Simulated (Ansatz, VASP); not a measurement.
Y in VASP and in Ansatz

```
Y
1.0
     3.59760    0.00000    0.00000
    -1.79880    3.11562    0.00000
     0.00000    0.00000   26.16976
Y
5
Direct
  0.66667 0.33333 0.28659
  0.33333 0.66667 0.39330
  0.66667 0.33333 0.50000
  0.33333 0.66667 0.60670
  0.66667 0.33333 0.71341
```

Alike in both runs: task single point; functional PBEsol; k mesh 12 × 12 × 1; occupations gaussian, width 0.1 eV; no spin polarisation.

```csv
,VASP,Ansatz
version,VASP 6.6.1,Ansatz 0.2.0
potentials or method,"VASP PAW PBE potentials, release 64 (Y_sv), cutoff 520 eV","scalar-relativistic, plane waves, PAW"
valence electrons in the cell,55,55
```

|  | VASP | Ansatz | Ansatz less VASP |
| --- | --- | --- | --- |
| gap on the k mesh at the Fermi level (eV) | none | none | - |
| rms of the force components (eV/Å) | 0.089 | 0.088 | -0.0019 |

VASP's potentials were made for PBE, not for PBEsol. Atom by atom the forces differ by 0.003 eV/Å (rms over components). A gap of «none» marks a metal or a gap that the smearing closes. Ansatz's warnings: vacuum density over bound.
